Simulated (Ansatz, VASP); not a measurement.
VH6 in VASP and in Ansatz

INCAR

```
SYSTEM = VH6
  ALGO = Normal
  EDIFF = 1E-7
  ENCUT = 520
  GGA = PE
  ISIF = 2
  ISMEAR = 0
  ISPIN = 2
  LASPH = .True.
  LCHARG = .False.
  LMAXMIX = 4
  LORBIT = 11
  LREAL = .False.
  LWAVE = .False.
  MAGMOM = 2 0 0 0 0 0 0
  NBANDS = 22
  NELM = 150
  PREC = Accurate
  SIGMA = 0.1
```

KPOINTS

```
k-points
0
Gamma
  4 4 4
  0 0 0
```

Contents of POSCAR:

```
VH6
1.0
    3.8151531700      0.0000000000      0.0000000000
    0.0000000000      3.8151531700      0.0000000000
    0.0000000000      0.0000000000      3.8151531700
V H
1 6
Direct
    0.0000000000      0.0000000000      0.0000000000
    0.5000000000      0.5000000000      0.2070000000
    0.5000000000      0.5000000000      0.7930000000
    0.2070000000      0.5000000000      0.5000000000
    0.7930000000      0.5000000000      0.5000000000
    0.5000000000      0.2070000000      0.5000000000
    0.5000000000      0.7930000000      0.5000000000
```

Input for Ansatz:

```yaml
crystal:
  lattice:
    - [3.81515317, 0.0, 0.0]
    - [0.0, 3.81515317, 0.0]
    - [0.0, 0.0, 3.81515317]
  atoms:
    - { symbol: V, position: [0.0, 0.0, 0.0], spin: 2.0 }
    - { symbol: H, position: [0.5, 0.5, 0.207] }
    - { symbol: H, position: [0.5, 0.5, 0.793] }
    - { symbol: H, position: [0.207, 0.5, 0.5] }
    - { symbol: H, position: [0.793, 0.5, 0.5] }
    - { symbol: H, position: [0.5, 0.207, 0.5] }
    - { symbol: H, position: [0.5, 0.793, 0.5] }
basis:
  ecutwfc: 420
kpoints:
  mp_grid: { grid: [4, 4, 4] }
hamiltonian:
  xc: pbe
scf:
  occupations: { method: gaussian, width: 0.1 }
  lower_state_search: "off"
output:
  forces: true
  stress: true
  eigenvalues: true
  populations: true
magnetization:
  spin_polarized: true
```

Change from the starting cell: species swapped into the PrB6 type (Pm-3m, No. 221).

Alike in both runs: task single point; functional PBE; k mesh 4 × 4 × 4; occupations gaussian, width 0.1 eV; collinear spin.

|  | VASP | Ansatz |
| --- | --- | --- |
| version | VASP 6.6.1 | Ansatz 0.2.0 |
| potentials or method | VASP PAW PBE potentials, release 64 (V_sv, H), cutoff 520 eV | scalar-relativistic, plane waves, PAW |
| valence electrons in the cell | 19 | 19 |

```csv
,VASP,Ansatz,Ansatz less VASP
gap on the k mesh at the Fermi level (eV),none,none,-
pressure (GPa),-22.5,-17.9,+4.63
rms of the force components (eV/Å),0.229,0.219,-0.0107
net moment per atom (μB),0.05,0.49,+0.444
size of the moment on the site where the two differ most (μB),0.26,2.94,+2.682
```

The net moments are unlike, so the other rows may belong to different states. Site moments also hang on the region over which each program counts them. Atom by atom the forces differ by 0.011 eV/Å (rms over components). A gap of «none» marks a metal or a gap that the smearing closes.

The k mesh is coarse, so the values compare programs but aren't converged.
